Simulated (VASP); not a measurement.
Crystal: ZrSn2S3.

```
Zr Sn S
1.0
     4.09866    0.00000    0.00000
    -2.04933    3.54954    0.00000
     0.00000    0.00000   10.11082
Zr Sn S
1 2 3
Direct
  0.00000 0.00000 0.00000
  0.33333 0.66667 0.66867
  0.66667 0.33333 0.33133
  0.33333 0.66667 0.16576
  0.66667 0.33333 0.83424
  0.00000 0.00000 0.50000
```

The cell was built from a structure type or drawn by symmetry, and may not be a known phase.

* Program: VASP 6.6.1
* Task: relaxation of cell and atoms
* Functional: PBE
* Potentials or basis: VASP PAW PBE potentials, release 64 (Zr_sv, Sn_d, S)
* Cutoff: 600 eV
* k mesh: 6 × 6 × 2
* Occupations: gaussian, width 0.1 eV
* Spin: no spin polarisation

At the start: pressure -5.2 GPa; volume 24.52 Å³/atom.

How do energy, volume and symmetry change on relaxing?

Over 29 steps the energy falls by 323.9 meV/atom and the volume is 23.74 Å³/atom (-3.2 %); space group P-3m1 (No. 164, to 0.1 Å) before and after.

The path:
| step | energy change (eV) | largest force (eV/Å) | pressure (GPa) | volume (Å³) |
| --- | --- | --- | --- | --- |
| 1 | 0.0000 | 1.3934 | -5.24 | 147.10 |
| 2 | -0.3763 | 1.1104 | 2.31 | 130.67 |
| 3 | -0.3780 | 1.1334 | 1.74 | 131.55 |
| 4 | -0.5699 | 0.8525 | 1.83 | 132.02 |
| 5 | -0.9675 | 0.2706 | 3.56 | 133.18 |
| 6 | 0.6126 | 4.8857 | 14.59 | 134.52 |
| 7 | -0.9504 | 0.9501 | 4.75 | 133.39 |
| 8 | -1.0365 | 1.0870 | 3.95 | 135.21 |
| 9 | -1.1949 | 1.3831 | 2.20 | 140.63 |
| 10 | -1.0873 | 2.0280 | 0.62 | 151.21 |
| 11 | -1.2015 | 1.6515 | 1.45 | 144.91 |
| 12 | -1.3288 | 1.4091 | 0.42 | 146.11 |
| 13 | -1.5833 | 0.7249 | -2.49 | 149.67 |
| 14 | -1.4174 | 1.2822 | -7.17 | 156.61 |
| 15 | -1.6323 | 0.7605 | -4.14 | 151.81 |
| 16 | -1.7537 | 0.6714 | -3.50 | 148.91 |
| 17 | -1.8898 | 0.4608 | -1.96 | 143.12 |
| 18 | -1.8984 | 0.5028 | -1.33 | 141.16 |
| 19 | -1.9240 | 0.2480 | -0.16 | 139.67 |
| 20 | -1.9271 | 0.1804 | 0.43 | 138.93 |
| 21 | -1.9303 | 0.1548 | 0.33 | 139.40 |
| 22 | -1.9361 | 0.0802 | 0.01 | 140.81 |
| 23 | -1.9312 | 0.0601 | -0.59 | 143.66 |
| 24 | -1.9369 | 0.0563 | -0.18 | 141.61 |
| 25 | -1.9405 | 0.0203 | -0.02 | 141.70 |
| 26 | -1.9427 | 0.0285 | 0.22 | 141.83 |
| 27 | -1.9429 | 0.0423 | 0.27 | 141.86 |
| 28 | -1.9430 | 0.0567 | -0.23 | 142.96 |
| 29 | -1.9436 | 0.0104 | -0.01 | 142.45 |

Final structure:
```
Zr Sn S
1.0
     3.60302    0.00000    0.00000
    -1.80151    3.12030    0.00000
     0.00000    0.00000   12.67029
Zr Sn S
1 2 3
Direct
  0.00000 0.00000 0.00000
  0.33333 0.66667 0.65345
  0.66667 0.33333 0.34655
  0.33333 0.66667 0.12062
  0.66667 0.33333 0.87938
  0.00000 0.00000 0.50000
```

Caveat: a cell axis changed by over 15 % at a fixed basis, so the end point is rough.
